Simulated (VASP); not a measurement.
# Mg3Se (Immm) in VASP: relaxation of cell and atoms with PBE

Aim: the relaxation of cell and atoms of Mg3Se with PBE.

Program: VASP 6.6.1. These are calculated values, not measurements. Logs are shortened: lines on timing, memory, paths and dates and some standing lists are left out, and cuts for length are marked.

### Step 1. The cell of the first run

It takes space group Immm (No. 71, orthorhombic). Conventional cell: a = 3.693 Å, b = 5.188 Å, c = 10.924 Å, α = 90.00°, β = 90.00°, γ = 90.00°. Within 3.5 Å of Mg (site symmetry mm2) lie 1 Se at 2.55 Å and 6 Mg at 3.20 to 3.44 Å. Mg (site symmetry mmm) has 2 Se at 2.59 Å and 4 Mg at 3.44 Å within 3.5 Å. Se (site symmetry mmm) has 4 Mg at 2.55 to 2.59 Å within 3.4 Å.

The cell was built from a structure type or drawn by symmetry, and may not be a known phase.

### Step 2. Relaxation of cell and atoms, PBE

INCAR

```
SYSTEM = Mg3Se
PREC = Accurate ; ENCUT = 600
EDIFF = 1E-6 ; ISMEAR = 0
SIGMA = 0.1 ; LREAL = .FALSE.
LASPH = .TRUE. ; NELM = 100
ALGO = Fast ; ISIF = 3
LWAVE = .FALSE. ; LCHARG = .FALSE.
GGA = PE ; IBRION = 2
NSW = 100 ; EDIFFG = -0.01
```

KPOINTS

```
Automatic mesh
0
G
  16 16 16
  0 0 0
```

POSCAR

```
Mg3Se
1.0
   -1.8463365540      2.5938474910      5.4617848199
    1.8463365540     -2.5938474910      5.4617848199
    1.8463365540      2.5938474910     -5.4617848199
Mg Se
3 1
Direct
    0.2337908021      0.7337908021      0.5000000000
    0.7662091979      0.2662091979      0.5000000000
    0.5000000000      0.5000000000      0.0000000000
    0.0000000000      0.5000000000      0.5000000000
```

Potentials or basis: VASP PAW PBE potentials, release 64 (Mg, Se).

The run is started by

```bash
$ cat potpaw_PBE.64/Mg/POTCAR potpaw_PBE.64/Se/POTCAR > POTCAR
$ mpirun -np 1 vasp_std > vasp.out
```

OUTCAR:

```text
SYSTEM = Mg3Se
   PREC = Accurate
   ENCUT = 600
   EDIFF = 1E-6
   ISMEAR = 0
   LREAL = .FALSE.
   LASPH = .TRUE.
   NELM = 100
   ISIF = 3
   GGA = PE
   IBRION = 2
   NSW = 100
   EDIFFG = -0.01

 ion  position               nearest neighbor table
   1  0.234  0.734  0.500-   4 2.55   2 3.20   2 3.20   2 3.20   2 3.20   3 3.44   3 3.44   3 3.64
                             3 3.64
   2  0.766  0.266  0.500-   4 2.55   1 3.20   1 3.20   1 3.20   1 3.20   3 3.44   3 3.44   3 3.64
                             3 3.64
   3  0.500  0.500  0.000-   4 2.59   4 2.59   2 3.44   1 3.44   1 3.44   2 3.44   2 3.64   1 3.64
                             2 3.64   1 3.64
   4  0.000  0.500  0.500-   1 2.55   2 2.55   3 2.59   3 2.59

  LATTYP: Found a body centered orthorhombic cell.
 ALAT       =     3.6926731080
 B/A-ratio  =     1.4048616897
 C/A-ratio  =     2.9581740166

  Lattice vectors:

 A1 = (  -1.8463365540,   2.5938474910,   5.4617848199)
 A2 = (   1.8463365540,  -2.5938474910,   5.4617848199)
 A3 = (   1.8463365540,   2.5938474910,  -5.4617848199)

Analysis of symmetry for initial positions (statically):
=====================================================================
 Subroutine PRICEL returns:
 Original cell was already a primitive cell.

 Routine SETGRP: Setting up the symmetry group for a
 body centered orthorhombic supercell.

 Subroutine GETGRP returns: Found  8 space group operations
 (whereof  8 operations were pure point group operations)
 out of a pool of  8 trial point group operations.

The static configuration has the point symmetry D_2h.

Analysis of symmetry for dynamics (positions and initial velocities):
=====================================================================
 Subroutine PRICEL returns:
 Original cell was already a primitive cell.

 Routine SETGRP: Setting up the symmetry group for a
 body centered orthorhombic supercell.

 Subroutine GETGRP returns: Found  8 space group operations
 (whereof  8 operations were pure point group operations)
 out of a pool of  8 trial point group operations.

The dynamic configuration has the point symmetry D_2h.

 Subroutine INISYM returns: Found  8 space group operations
 (whereof  8 operations are pure point group operations),
 and found     1 'primitive' translations

----------------------------------------------------------------------------------------

                                     Primitive cell

[... 114 lines left out ...]
     AMIX_MAG =   1.60;   BMIX_MAG =  1.00
  volume/ion in A,a.u.               =      26.16       176.52
  Fermi-wavevector in a.u.,A,eV,Ry     =   0.795399  1.503087  8.607866  0.632660
  Thomas-Fermi vector in A             =   1.901720
   LORBIT       =      0    0 simple, 1 ext, 2 COOP (PROOUT), +10 PAW based schemes
   GGA     = PE    functional components
   LHFCALC =     F    Hartree Fock is set to
   AEXX    =    0.0000 exact exchange contribution
   IVDW    =     0    specifies the selected vdW correction
   LEPSILON=     F    determine dielectric tensor
   LRPA    =     F    only Hartree local field effects (RPA)
 conjugate gradient relaxation of ions
 non-spin polarized calculation
 RMM-DIIS sequential band-by-band and
 Gauss-broadening in eV      SIGMA  =   0.10
  energy-cutoff  :      600.00
  volume of cell :      104.63
 maximum number of plane-waves:      3520
 NGX is ok and might be reduce to    54
   NGX = 25   NGY = 25   NGZ = 25

--------------------------------------- Ionic step        1  -------------------------------------------

 number of electron      12.0000000 magnetization

 Free energy of the ion-electron system (eV)
  ---------------------------------------------------
  ext. energy  EPLUGINS =         0.00000000
  ---------------------------------------------------
  free energy    TOTEN  =        -8.83967721 eV

  energy without entropy =       -8.83510037  energy(sigma->0) =       -8.83738879

------------------------ aborting loop because EDIFF is reached ----------------------------------------

  FORCE on cell =-STRESS in cart. coord.  units (eV):
  Direction    XX          YY          ZZ          XY          YZ          ZX
  --------------------------------------------------------------------------------------
  -------------------------------------------------------------------------------------
  Total        0.0293072     -0.1998780     -0.0017140      0.0000000      0.0000000      0.0000000
  in kB        0.4487811     -3.0607353     -0.0262462      0.0000000      0.0000000      0.0000000
  external PRESSURE =      -0.8794001 kB  Pullay stress =       0.0000000 kB
[... 101 lines left out ...]
--------------------------------------- Ionic step        4  -------------------------------------------

 number of electron      12.0000000 magnetization

 Free energy of the ion-electron system (eV)
  ---------------------------------------------------
  ext. energy  EPLUGINS =         0.00000000
  ---------------------------------------------------
  free energy    TOTEN  =        -8.84011846 eV

  energy without entropy =       -8.83560905  energy(sigma->0) =       -8.83786375

 E-fermi :   2.2080     XC(G=0):  -8.2579

 val. band max:        2.2000723276   @ k =   0.2500   0.3750   0.0625
 cond. band min:       2.2096782682   @ k =   0.0000   0.4375   0.0000
 fundamental gap:      0.0096059406
 Fermi energy:         2.2080195823

 k-point     1 :       0.0000    0.0000    0.0000
  band No.  band energies     occupation
      1     -10.7798      2.00000
      2      -2.1929      2.00000
      3      -1.8888      2.00000
      4      -1.4647      2.00000
      5       1.7126      2.00000
      6       1.9756      1.99899
      7       2.4302      0.00168
      8       2.4581      0.00041
      9       6.9216      0.00000
     10       7.2535      0.00000
[... 287 lines left out ...]
 k-point    24 :      -0.1250    0.0625    0.0000
  band No.  band energies     occupation
      1     -10.7532      2.00000
      2      -2.4321      2.00000
      3      -1.8547      2.00000
      4      -1.2278      2.00000
      5       1.4132      2.00000
      6       1.5735      2.00000
      7       2.3328      0.07769
      8       3.7027      0.00000
      9       6.2305      0.00000
     10       7.7024      0.00000

 [... further k-points ...]

------------------------ aborting loop because EDIFF is reached ----------------------------------------

  FORCE on cell =-STRESS in cart. coord.  units (eV):
  Direction    XX          YY          ZZ          XY          YZ          ZX
  --------------------------------------------------------------------------------------
  -------------------------------------------------------------------------------------
  Total        0.0247210      0.0055207      0.0089194     -0.0000000      0.0000000      0.0000000
  in kB        0.3793021      0.0847051      0.1368534     -0.0000000      0.0000000      0.0000000
  external PRESSURE =       0.2002869 kB  Pullay stress =       0.0000000 kB
[... 19 lines left out ...]
  FREE ENERGIE OF THE ION-ELECTRON SYSTEM (eV)
  ---------------------------------------------------
  free  energy   TOTEN  =        -8.8401184551 eV

  energy  without entropy=       -8.8356090483  energy(sigma->0) =       -8.83786375

 reached required accuracy - stopping structural energy minimisation
```

CONTCAR:

```text
Mg3Se
   1.00000000000000
    -1.8484271290602292    2.5836664229937205    5.4662906596706664
     1.8484271290602292   -2.5836664229937205    5.4662906596706664
     1.8484271290602292    2.5836664229937205   -5.4662906596706664
  Mg              Se
     3     1
Direct
     0.2339385403029619    0.7339385403029619    0.5000000000000000
     0.7660614596970381    0.2660614596970381    0.5000000000000000
     0.5000000000000000    0.5000000000000000    1.0000000000000000
     1.0000000000000000    0.5000000000000000    0.5000000000000000

  0.00000000E+00  0.00000000E+00  0.00000000E+00
  0.00000000E+00  0.00000000E+00  0.00000000E+00
  0.00000000E+00  0.00000000E+00  0.00000000E+00
  0.00000000E+00  0.00000000E+00  0.00000000E+00
```

It took 60 min on 1 thread of Oxide Virtual Turin-like, shared host; peak memory 1.2 GiB.

Results:

* Free energy: -8.8401 eV
* Relaxed volume: 26.11 Å³/atom
* Relaxed cell: a = 6.322 Å, b = 6.322 Å, c = 6.322 Å, α = 146.00°, β = 131.76°, γ = 60.33°
* Space group after relaxing (to 0.1 Å): Immm (No. 71)
* Energy gained by relaxing: 0.1 meV/atom
* Ionic steps: 4
* Pressure after relaxing: 0.0 GPa
* Band gap on the k mesh: zero (bands 6 and 7 overlap by 0.86 eV)

Step by step:
| step | energy change (eV) | largest force (eV/Å) | pressure (GPa) | volume (Å³) |
| --- | --- | --- | --- | --- |
| 1 | 0.0000 | 0.0127 | -0.09 | 104.63 |
| 2 | -0.0003 | 0.0117 | 0.01 | 104.41 |
| 3 | -0.0004 | 0.0113 | 0.06 | 104.30 |
| 4 | -0.0004 | 0.0015 | 0.02 | 104.42 |

Final structure:
```
Mg Se
1.0
    -1.84843    2.58367    5.46629
     1.84843   -2.58367    5.46629
     1.84843    2.58367   -5.46629
Mg Se
3 1
Direct
  0.23394 0.73394 0.50000
  0.76606 0.26606 0.50000
  0.50000 0.50000 0.00000
  0.00000 0.50000 0.50000
```

Levels at points of the mesh, in eV from the Fermi level:
```
           k point  band 2  band 3  band 4  band 5  band 6  band 7  band 8  band 9  band 10
(0.00, 0.00, 0.00)   -4.40   -4.10   -3.67   -0.50   -0.23    0.22    0.25    4.71     5.05
(0.50, 0.00, 0.00)   -5.51   -4.35   -3.08   -0.84   -0.45    1.56    2.09    4.91     5.51
(0.00, 0.50, 0.00)   -4.15   -3.48   -3.17   -1.86   -0.05    0.90    1.49    2.41     3.44
(0.50, 0.50, 0.00)   -4.22   -3.64   -3.29   -1.15   -0.92    0.44    0.60    1.92     2.99
(0.50, 0.50, 0.50)   -5.73   -3.83   -2.22   -1.14   -0.55    1.46    2.34    3.93     4.39
```
